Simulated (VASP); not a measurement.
Set up this calculation in VASP 6.6.1, as the native input.

```
Task                   : single point
Functional             : PBEsol
Potentials or basis    : VASP PAW PBE potentials, release 64 (Bi_d, Te)
Cutoff                 : 520 eV
k mesh                 : 14 × 14 × 14
Occupations            : methfessel-paxton, width 0.1 eV
Spin                   : no spin polarisation
Dipole correction      : no
Further INCAR settings : ALGO = Normal; EDIFF = 1e-06; NBANDS = 18
```

The structure of BiTe lies in POSCAR:

```
BiTe
1.0
    0.0000000000      3.1379500000      3.2350000000
    3.1379500000      0.0000000000      3.2350000000
    3.1379500000      3.1379500000      0.0000000000
Bi Te
1 1
Direct
    0.0000000000      0.0000000000      0.0000000000
    0.5000000000      0.5000000000      0.5000000000
```

This cell differs from its parent crystal: strain -0.0300 x Voigt [1, 1, 0, 0, 0, 0].

These files were run (other wordings do the same):

INCAR

```
ALGO = Normal
EDIFF = 1E-6
ENCUT = 520
GGA = PS
ISIF = 2
ISMEAR = 1
LASPH = T
LCHARG = F
LREAL = F
LWAVE = F
NBANDS = 18
NELM = 100
PREC = Accurate
SIGMA = 0.1
```

KPOINTS

```
k-points
0
Gamma
  14 14 14
```

Potentials or basis: VASP PAW PBE potentials, release 64 (Bi_d, Te).

The run is started by

```console
$ cat potpaw_PBE.64/Bi_d/POTCAR potpaw_PBE.64/Te/POTCAR > POTCAR
$ mpirun -np 1 vasp_std > vasp.out
```

Results of the run:

* Pressure: 1.6 GPa

Caveat: the cell differs from its parent crystal (strain -0.0300 x Voigt [1, 1, 0, 0, 0, 0]); the PAW data sets were made with another functional, which shifts forces and pressure a little.

Run time: 3.6 min on 1 thread of Intel(R) Xeon(R) Platinum 8488C (Sapphire Rapids), with other jobs on the host, peak memory 0.41 GiB.
